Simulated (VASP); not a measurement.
# Pt: relaxation of cell and atoms with PBE

The system is Pt.

```
CELL_PARAMETERS angstrom
0.00000 1.98367 1.98367
1.98367 0.00000 1.98367
1.98367 1.98367 0.00000
ATOMIC_POSITIONS crystal
Pt 0.00000 0.00000 0.00000
```

| Quantity | Value |
| --- | --- |
| Program | VASP 6.6.1 |
| Task | relaxation of cell and atoms |
| Functional | PBE |
| Potentials or basis | VASP PAW PBE potentials, release 64 (Pt) |
| Cutoff | 600 eV |
| k mesh | 18 × 18 × 18 |
| Occupations | gaussian, width 0.1 eV |
| Spin | no spin polarisation |
| Dipole correction | no |
| Further INCAR settings | ALGO = Normal; EDIFF = 1e-06; IBRION = 2; EDIFFG = -0.005; NSW = 100; ISIF = 3 |

```yaml
Relaxed_volume: 15.62 Å³/atom
Relaxed_cell: a = 2.806 Å, b = 2.806 Å, c = 2.806 Å, α = 60.00°, β = 60.00°, γ = 60.00°
Space_group_after_relaxing_to_0.1_Å: Fm-3m (No. 225)
Energy_gained_by_relaxing: 0.0 meV/atom
Ionic_steps: 3
Pressure_after_relaxing: 0.0 GPa
Band_gap_on_the_k_mesh: zero (bands 5 and 6 overlap by 2.10 eV)
```

Final structure:
```yaml
crystal:
  lattice:
    - [0.00000, 1.98399, 1.98399]
    - [1.98399, 0.00000, 1.98399]
    - [1.98399, 1.98399, 0.00000]
  atoms:
    - { symbol: Pt, position: [0.00000, 0.00000, 0.00000] }
```

Levels at points of the mesh, in eV from the Fermi level:
```csv
k point,band 3,band 4,band 5,band 6,band 7,band 8
"(0.00, 0.00, 0.00)",-3.58,-3.58,-1.55,-1.55,14.73,19.50
"(0.50, 0.00, 0.00)",-3.64,-0.33,0.03,0.03,5.58,14.29
"(0.50, 0.50, 0.00)",0.00,0.45,0.45,1.85,8.51,11.28
```

Wall time 38 s on 1 thread of Intel(R) Xeon(R) Platinum 8259CL CPU @ 2.50GHz (Skylake/Cascade Lake), on a shared host, peak memory 0.17 GiB.

Caveat: spin-orbit coupling is left out, which moves the levels of the heavy elements.
